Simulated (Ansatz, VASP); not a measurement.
# GaSnAs: VASP beside Ansatz

```
Ga Sn As
1.0
     4.36402    0.00000    0.00000
    -2.18201    3.77935    0.00000
     0.00000    0.00000    4.38294
Ga Sn As
1 1 1
Direct
  0.33333 0.66667 0.50000
  0.00000 0.00000 0.00000
  0.66667 0.33333 0.50000
```

Change from the starting cell: species swapped into the CeCuSi type (P-6m2, No. 187).

Alike in both runs: task single point; functional PBE; k mesh 6 × 6 × 4; occupations gaussian, width 0.1 eV; no spin polarisation.

```csv
,VASP,Ansatz
version,VASP 6.6.1,Ansatz 0.2.0
potentials or method,"VASP PAW PBE potentials, release 64 (Ga_d, Sn_d, As), cutoff 520 eV","scalar-relativistic, plane waves, PAW"
valence electrons in the cell,32,42
```

|  | VASP | Ansatz | Ansatz less VASP |
| --- | --- | --- | --- |
| gap on the k mesh at the Fermi level (eV) | none | none | - |
| pressure (GPa) | 1.7 | 1.6 | -0.05 |
| traceless stress, the component that is largest in VASP (GPa) | -2.90 | -2.81 | +0.095 |

A gap of «none» marks a metal or a gap that the smearing closes. VASP's potentials hold 32 valence electrons a cell and Ansatz's 42, so a difference there can come from the potentials and not from the codes.
